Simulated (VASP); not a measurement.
PbS (Galena):

```xyz
2
Lattice="4.1942 0.0000 0.0000 2.0971 3.6323 0.0000 2.0971 1.2108 3.4246" Properties=species:S:1:pos:R:3 pbc="T T T"
Pb    0.0000    0.0000    0.0000
S     4.1942    2.4215    1.7123
```

Base run:

```yaml
Program: VASP 6.6.1
Functional: PBE
Potentials_or_basis: VASP PAW PBE potentials, release 64 (Pb_d, S)
Cutoff: 520 eV
k_mesh: 6 × 6 × 6
Occupations: gaussian, width 0.01 eV
Spin: no spin polarisation
```

Its results: band gap on the k mesh 0.37 eV, direct; pressure 2.1 GPa.

**Question.** After a change of settings the same cell gave: band gap on the k mesh 0.48 eV, direct; pressure 5.9 GPa. Which change was it?
A. functional from PBE to BLYP
B. functional from PBE to revPBE; further incar settings from ALGO = Normal; EDIFF = 1e-07; NBANDS = 17 to ALGO = Normal; EDIFF = 1e-06; NBANDS = 17
C. functional from PBE to RPBE

**Answer.** A.

BLYP binds less tightly than PBE, so the same cell stands under more pressure.

Caveats: spin-orbit coupling is left out, which moves the levels of the heavy elements; the PAW data sets were made with another functional, which shifts forces and pressure a little (some runs).
